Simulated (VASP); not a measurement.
# BeSe in VASP: notebook

The runs below take BeSe through single point, with PBE.

All numbers are computed with VASP 6.6.1; they aren't measurements. Logs are shortened: lines on timing, memory, paths and dates and some standing lists are left out, and cuts for length are marked.

### 1 The cell of the first run

The cell holds a slab with vacuum, 8 atoms: a = 3.585 Å, b = 3.585 Å, c = 24.513 Å, α = 90.00°, β = 90.00°, γ = 120.00°.

### 2 Single point, PBE

The input, INCAR:

```
PREC = Accurate
ENCUT = 520
EDIFF = 1E-6
ISMEAR = -1
SIGMA = 0.05
LREAL = False
LASPH = True
NELM = 100
ALGO = Normal
ISIF = 2
LWAVE = False
LCHARG = False
LDIPOL = True
IDIPOL = 3
DIPOL = 0.5 0.5 0.500
GGA = PE
NBANDS = 26
```

The input, KPOINTS:

```
Automatic mesh
0
Gamma
  9 9 1
```

The input, POSCAR:

```
BeSe
1.0
    3.5850313806      0.0000000000      0.0000000000
   -1.7925156903      3.1047282490      0.0000000000
    0.0000000000      0.0000000000     24.5132890606
Se Be
4 4
Direct
    0.0000000000      0.0000000000      0.3059564949
    0.3333333333      0.6666666667      0.4253678827
    0.6666666667      0.3333333333      0.5447792704
    0.0000000000      0.0000000000      0.6641906581
    0.3333333333      0.6666666667      0.3358093419
    0.6666666667      0.3333333333      0.4552207296
    0.0000000000      0.0000000000      0.5746321173
    0.3333333333      0.6666666667      0.6940435051
```

Potentials or basis: VASP PAW PBE potentials, release 64 (Se, Be).

Run with:

```bash
$ cat potpaw_PBE.64/Se/POTCAR potpaw_PBE.64/Be/POTCAR > POTCAR
$ mpirun -np 1 vasp_std > vasp.out
```

OUTCAR:

```text
PREC = Accurate
   ENCUT = 520
   EDIFF = 1E-6
   ISMEAR = -1
   LREAL = False
   LASPH = True
   NELM = 100
   ISIF = 2
   GGA = PE

 ion  position               nearest neighbor table
   1  0.000  0.000  0.306-   5 2.20   5 2.20   5 2.20
   2  0.333  0.667  0.425-   6 2.20   6 2.20   5 2.20   6 2.20
   3  0.667  0.333  0.545-   7 2.20   7 2.20   7 2.20   6 2.20
   4  0.000  0.000  0.664-   7 2.20   8 2.20   8 2.20   8 2.20
   5  0.333  0.667  0.336-   2 2.20   1 2.20   1 2.20   1 2.20
   6  0.667  0.333  0.455-   2 2.20   2 2.20   3 2.20   2 2.20
   7  0.000  0.000  0.575-   3 2.20   3 2.20   3 2.20   4 2.20
   8  0.333  0.667  0.694-   4 2.20   4 2.20   4 2.20

  LATTYP: Found a hexagonal cell.
 ALAT       =     3.5850313806
 C/A-ratio  =     6.8376776821

  Lattice vectors:

 A1 = (   3.5850313806,   0.0000000000,   0.0000000000)
 A2 = (  -1.7925156903,   3.1047282490,   0.0000000000)
 A3 = (   0.0000000000,   0.0000000000,  24.5132890606)

Analysis of symmetry for initial positions (statically):
=====================================================================
 Subroutine PRICEL returns:
 Original cell was already a primitive cell.

 Routine SETGRP: Setting up the symmetry group for a
 hexagonal supercell.

 Subroutine GETGRP returns: Found  6 space group operations
 (whereof  6 operations were pure point group operations)
 out of a pool of 24 trial point group operations.

The static configuration has the point symmetry C_3v.

Analysis of symmetry for dynamics (positions and initial velocities):
=====================================================================
 Subroutine PRICEL returns:
 Original cell was already a primitive cell.

 Routine SETGRP: Setting up the symmetry group for a
 hexagonal supercell.

 Subroutine GETGRP returns: Found  6 space group operations
 (whereof  6 operations were pure point group operations)
 out of a pool of 24 trial point group operations.

The dynamic configuration has the point symmetry C_3v.

 Subroutine INISYM returns: Found  6 space group operations
 (whereof  6 operations are pure point group operations),
 and found     1 'primitive' translations

----------------------------------------------------------------------------------------

                                     Primitive cell

  volume of cell :     272.8463

  direct lattice vectors                    reciprocal lattice vectors
     3.585031381  0.000000000  0.000000000     0.278937586  0.161044691  0.000000000
    -1.792515690  3.104728249  0.000000000     0.000000000  0.322089381  0.000000000
     0.000000000  0.000000000 24.513289061     0.000000000  0.000000000  0.040794199

  length of vectors
     3.585031381  3.585031381 24.513289061     0.322089381  0.322089381  0.040794199

  position of ions in fractional coordinates (direct lattice)
     0.000000000  0.000000000  0.305956495
     0.333333333  0.666666667  0.425367883
     0.666666667  0.333333333  0.544779270
     0.000000000  0.000000000  0.664190658
     0.333333333  0.666666667  0.335809342
     0.666666667  0.333333333  0.455220730
     0.000000000  0.000000000  0.574632117
     0.333333333  0.666666667  0.694043505

  ion indices of the primitive-cell ions
   primitive index   ion index
                 1           1
                 2           2
                 3           3
                 4           4
                 5           5
                 6           6
                 7           7
                 8           8

----------------------------------------------------------------------------------------

 KPOINTS: Automatic mesh

Automatic generation of k-mesh.
 Grid dimensions read from file:
 generate k-points for:    9    9    1

 Generating k-lattice:

  Cartesian coordinates                     Fractional coordinates (reciprocal lattice)
     0.030993065  0.017893855  0.000000000     0.111111111  0.000000000  0.000000000
     0.000000000  0.035787709  0.000000000     0.000000000  0.111111111  0.000000000
     0.000000000  0.000000000  0.040794199     0.000000000  0.000000000  1.000000000

  Length of vectors
     0.035787709  0.035787709  0.040794199

  Shift w.r.t. Gamma in fractional coordinates (k-lattice)
     0.000000000  0.000000000  0.000000000

 Subroutine IBZKPT returns following result:
 ===========================================

 Found     12 irreducible k-points:

 Following reciprocal coordinates:
            Coordinates               Weight
  0.000000  0.000000  0.000000      1.000000
  0.111111  0.000000  0.000000      6.000000
  0.222222  0.000000  0.000000      6.000000
  0.333333  0.000000  0.000000      6.000000
  0.444444  0.000000  0.000000      6.000000
  0.111111  0.111111  0.000000      6.000000
  0.222222  0.111111  0.000000     12.000000
  0.333333  0.111111  0.000000     12.000000
  0.444444  0.111111  0.000000      6.000000
  0.222222  0.222222  0.000000      6.000000
  0.333333  0.222222  0.000000     12.000000
  0.333333  0.333333  0.000000      2.000000
   k-points           NKPTS =     12   k-points in BZ     NKDIM =     12   number of bands    NBANDS=     26
   number of dos      NEDOS =    301   number of ions     NIONS =      8
   total plane-waves  NPLWV = 150528
   dimension x,y,z NGX =    28 NGY =   28 NGZ =  192
   dimension x,y,z NGXF=    56 NGYF=   56 NGZF=  384
   ions per type =               4   4
   NGX,Y,Z   is equivalent  to a cutoff of  12.98, 12.98, 13.02 a.u.
   NGXF,Y,Z  is equivalent  to a cutoff of  25.97, 25.97, 26.04 a.u.
 SYSTEM =  unknown system
   PREC   = accura    normal or accurate (medium, high low for compatibility)
   ISTART =      0    job   : 0-new  1-cont  2-samecut
   ICHARG =      2    charge: 1-file 2-atom 10-const
   ISPIN  =      1    spin polarized calculation?
   LNONCOLLINEAR =      F non collinear calculations
   LSORBIT =      F    spin-orbit coupling
   LASPH  =      T    aspherical Exc in radial PAW
   ENCUT  =  520.0 eV  38.22 Ry    6.18 a.u.   6.67  6.67 45.58*2*pi/ulx,y,z
   NELM   =    100;   NELMIN=  2; NELMDL= -5     # of ELM steps
   EDIFF  = 0.1E-05   stopping-criterion for ELM
   LREAL  =      F    real-space projection
   EDIFFG = 0.1E-04   stopping-criterion for IOM
   NSW    =      0    number of steps for IOM
   IBRION =     -1    ionic relax: 0-MD 1-quasi-New 2-CG
   NFREE  =      0    steps in history (QN), initial steepest desc. (CG)
   ISIF   =      2    stress and relaxation
   ISYM   =      2    0-nonsym 1-usesym 2-fastsym
   POTIM  = 0.5000    time-step for ionic-motion
   TEBEG  =    0.0;   TEEND  =   0.0 temperature during run
   PSTRESS=    0.0 pullay stress
   NELECT =      32.0000    total number of electrons
   NUPDOWN=      -1.0000    fix difference up-down
   EMIN   =  10.00;   EMAX   =-10.00  energy-range for DOS
   EFERMI =   0.00;   METHOD = LEGACY
   ISMEAR =    -1;   SIGMA  =   0.05  broadening in eV -4-tet -1-fermi 0-gaus
   EFERMI_NEDOS =   21; number of points for ismear=-14 and -15
   IALGO  =     38    algorithm
   IMIX   =      4    mixing-type and parameters
     AMIX     =   0.40;   BMIX     =  1.00
     AMIX_MAG =   1.60;   BMIX_MAG =  1.00
  volume/ion in A,a.u.               =      34.11       230.16
  Fermi-wavevector in a.u.,A,eV,Ry     =   0.801344  1.514320  8.737003  0.642152
  Thomas-Fermi vector in A             =   1.908813
   LORBIT       =      0    0 simple, 1 ext, 2 COOP (PROOUT), +10 PAW based schemes
   GGA     = PE    functional components
   LHFCALC =     F    Hartree Fock is set to
   AEXX    =    0.0000 exact exchange contribution
   IVDW    =     0    specifies the selected vdW correction
   LEPSILON=     F    determine dielectric tensor
   LRPA    =     F    only Hartree local field effects (RPA)
 non-spin polarized calculation
  energy-cutoff  :      520.00
  volume of cell :      272.85
 maximum number of plane-waves:      7391
 NGX is ok and might be reduce to    28
   NGX = 13   NGY = 13   NGZ = 91

 number of electron      32.0000000 magnetization

 dipolmoment           0.000000      0.000000     -0.228474 electrons x Angstroem

 Free energy of the ion-electron system (eV)
  ---------------------------------------------------
  ext. energy  EPLUGINS =         0.00000000
  ---------------------------------------------------
  free energy    TOTEN  =       -33.04531881 eV

  energy without entropy =      -33.01187191  energy(sigma->0) =      -33.02859536

 E-fermi :  -0.2482     XC(G=0):  -5.2547

 val. band max:       -0.4574126639   @ k =   0.1111   0.1111   0.0000
 cond. band min:      -0.1978042027   @ k =   0.2222   0.0000   0.0000
 fundamental gap:      0.2596084612
 Fermi energy:        -0.2482113279

 k-point     1 :       0.0000    0.0000    0.0000
  band No.  band energies     occupation
      1     -16.3919      2.00000
      2     -15.2013      2.00000
      3     -13.9913      2.00000
      4     -12.4497      2.00000
      5      -7.5325      2.00000
      6      -5.5229      2.00000
[... 18 lines left out ...]
     25       4.1164      0.00000
     26       4.3882      0.00000

 k-point     2 :       0.1111    0.0000    0.0000
  band No.  band energies     occupation
      1     -16.2878      2.00000
      2     -15.1031      2.00000
      3     -13.8940      2.00000
      4     -12.3550      2.00000
      5      -7.4139      2.00000
      6      -5.4777      2.00000
[... 18 lines left out ...]
     25       4.3177      0.00000
     26       4.6162      0.00000

 k-point     3 :       0.2222    0.0000    0.0000
  band No.  band energies     occupation
      1     -15.9996      2.00000
      2     -14.8341      2.00000
      3     -13.6278      2.00000
      4     -12.0972      2.00000
      5      -7.0959      2.00000
      6      -6.0374      2.00000
[... 18 lines left out ...]
     25       5.1571      0.00000
     26       5.3062      0.00000

 k-point     4 :       0.3333    0.0000    0.0000
  band No.  band energies     occupation
      1     -15.6139      2.00000
      2     -14.4846      2.00000
      3     -13.2816      2.00000
      4     -11.7650      2.00000
      5      -7.3234      2.00000
      6      -6.7948      2.00000
[... 18 lines left out ...]
     25       5.1037      0.00000
     26       5.6136      0.00000

 k-point     5 :       0.4444    0.0000    0.0000
  band No.  band energies     occupation
      1     -15.3118      2.00000
      2     -14.2240      2.00000
      3     -13.0223      2.00000
      4     -11.5198      2.00000
      5      -8.0871      2.00000
      6      -7.1478      2.00000
[... 18 lines left out ...]
     25       5.2066      0.00000
     26       5.4968      0.00000

 k-point     6 :       0.1111    0.1111    0.0000
  band No.  band energies     occupation
      1     -16.0912      2.00000
      2     -14.9189      2.00000
      3     -13.7117      2.00000
      4     -12.1782      2.00000
      5      -7.1932      2.00000
      6      -5.6602      2.00000
[... 79 lines left out ...]
 k-point     9 :       0.4444    0.1111    0.0000
  band No.  band energies     occupation
      1     -15.2300      2.00000
      2     -14.1525      2.00000
      3     -12.9508      2.00000
      4     -11.4515      2.00000
      5      -8.0917      2.00000
      6      -7.1483      2.00000
[... 18 lines left out ...]
     25       5.6159      0.00000
     26       5.8819      0.00000

 k-point    10 :       0.2222    0.2222    0.0000
  band No.  band energies     occupation
      1     -15.4263      2.00000
      2     -14.3167      2.00000
      3     -13.1148      2.00000
      4     -11.6050      2.00000
      5      -7.3375      2.00000
      6      -6.7924      2.00000
[... 18 lines left out ...]
     25       5.4294      0.00000
     26       5.6645      0.00000

 k-point    11 :       0.3333    0.2222    0.0000
  band No.  band energies     occupation
      1     -15.1838      2.00000
      2     -14.1078      2.00000
      3     -12.9062      2.00000
      4     -11.4071      2.00000
      5      -7.7500      2.00000
      6      -6.9276      2.00000
[... 18 lines left out ...]
     25       5.9487      0.00000
     26       6.1909      0.00000

 k-point    12 :       0.3333    0.3333    0.0000
  band No.  band energies     occupation
      1     -15.0973      2.00000
      2     -14.0326      2.00000
      3     -12.8308      2.00000
      4     -11.3350      2.00000
      5      -7.5300      2.00000
      6      -7.0693      2.00000
[... 18 lines left out ...]
     25       6.4197      0.00000
     26       6.5747      0.00000

------------------------ aborting loop because EDIFF is reached ----------------------------------------

 vacuum level on the upper side and lower side of the slab       (xc-potential included)        -1.827         1.810

  FORCE on cell =-STRESS in cart. coord.  units (eV):
  Direction    XX          YY          ZZ          XY          YZ          ZX
  --------------------------------------------------------------------------------------
  -------------------------------------------------------------------------------------
  Total        1.9347920      1.9347920      5.2077286     -0.0000000      0.0000000      0.0000000
  in kB       11.3612660     11.3612660     30.5802325     -0.0000000      0.0000000      0.0000000
  external PRESSURE =      17.7675881 kB  Pullay stress =       0.0000000 kB

 VOLUME and BASIS-vectors are now :
 -----------------------------------------------------------------------------
  energy-cutoff  :      520.00
  volume of cell :      272.85
      direct lattice vectors                 reciprocal lattice vectors
     3.585031381  0.000000000  0.000000000     0.278937586  0.161044691  0.000000000
    -1.792515690  3.104728249  0.000000000     0.000000000  0.322089381  0.000000000
     0.000000000  0.000000000 24.513289061     0.000000000  0.000000000  0.040794199

 POSITION                                       TOTAL-FORCE (eV/Angst)
 -----------------------------------------------------------------------------------
      0.00000      0.00000      7.50000         0.000000      0.000000     -0.391186
     -0.00000      2.06982     10.42717        -0.000000      0.000000      0.723021
      1.79252      1.03491     13.35433        -0.000000      0.000000      0.662676
      0.00000      0.00000     16.28150         0.000000     -0.000000      1.410721
     -0.00000      2.06982      8.23179        -0.000000      0.000000     -0.404807
      1.79252      1.03491     11.15896        -0.000000      0.000000     -0.661293
      0.00000      0.00000     14.08612        -0.000000      0.000000     -0.759537
     -0.00000      2.06982     17.01329        -0.000000      0.000000     -0.579595
 -----------------------------------------------------------------------------------
    total drift:                               -0.000001      0.000000     -0.002704

  FREE ENERGIE OF THE ION-ELECTRON SYSTEM (eV)
  ---------------------------------------------------
  free  energy   TOTEN  =       -33.0453188147 eV

  energy  without entropy=      -33.0118719125  energy(sigma->0) =      -33.02859536

 vacuum level on the upper side and lower side of the slab         2.810         6.527
```

Run time: 9.1 min. Hardware: 1 thread of AMD EPYC 7R13, shared host; peak memory 0.39 GiB.

Results:

```
Free energy            : -33.0453 eV
Largest force          : 1.411 eV/Å
Band gap on the k mesh : zero (band 16 reaches 0.14 eV, above the bottom of band 17 at -0.20 eV)
```

Forces in eV/Å, atoms in the order of the input:
```
Se   0.000  0.000 -0.391
Se   0.000  0.000  0.723
Se   0.000  0.000  0.663
Se   0.000  0.000  1.411
Be   0.000  0.000 -0.405
Be   0.000  0.000 -0.661
Be   0.000  0.000 -0.760
Be   0.000  0.000 -0.580
```

### 3 Single point, PBE

The input, INCAR:

```
ALGO = Normal ; DIPOL = 0.5 0.5 0.504
EDIFF = 1E-7 ; ENCUT = 520
GGA = PE ; IDIPOL = 3
ISIF = 2 ; ISMEAR = -1
LASPH = True ; LCHARG = False
LDIPOL = True ; LREAL = False
LWAVE = False ; NBANDS = 26
NELM = 60 ; PREC = Accurate
SIGMA = 0.05
```

The input, KPOINTS:

```
k-points
0
Gamma
  9 9 1
```

The input, POSCAR:

```
BeSe
1.0
    3.5850313806      0.0000000000      0.0000000000
   -1.7925156903      3.1047282490      0.0000000000
    0.0000000000      0.0000000000     24.5132890606
Se Be
4 4
Direct
    0.0000000000      0.0000000000      0.3059564949
    0.3333333333      0.6666666667      0.4253678827
    0.6666666667      0.3333333333      0.5524813685
    0.0000000000      0.0000000000      0.6807629927
    0.3333333333      0.6666666667      0.3358093419
    0.6666666667      0.3333333333      0.4552207296
    0.0000000000      0.0000000000      0.5790598380
    0.3333333333      0.6666666667      0.6936154497
```

Potentials or basis: VASP PAW PBE potentials, release 64 (Se, Be).

Run with:

```bash
$ cat potpaw_PBE.64/Se/POTCAR potpaw_PBE.64/Be/POTCAR > POTCAR
$ mpirun -np 1 vasp_std > vasp.out
```

Wall time 3 min (1 thread of Intel Xeon 6975P-C (Granite Rapids), shared host); peak memory 0.41 GiB.

The run converged. Its results:

| Property | Result |
| --- | --- |
| Free energy | -33.3029 eV |
| Largest force | 1.218 eV/Å |
| Band gap on the k mesh | zero (band 16 reaches 0.48 eV, above the bottom of band 17 at -0.02 eV) |

Forces on the atoms (eV/Å):
```
Se   0.000  0.000 -0.383
Se   0.000  0.000  1.218
Se   0.000  0.000 -0.001
Se   0.000  0.000 -0.008
Be   0.000  0.000 -0.555
Be   0.000  0.000 -0.298
Be   0.000  0.000  0.019
Be   0.000  0.000  0.009
```

Levels at points of the mesh, in eV from the Fermi level:
```
           k point  band 14  band 15  band 16  band 17  band 18  band 19
(0.00, 0.00, 0.00)    -0.59     0.47     0.47     0.65     1.84     2.52
```
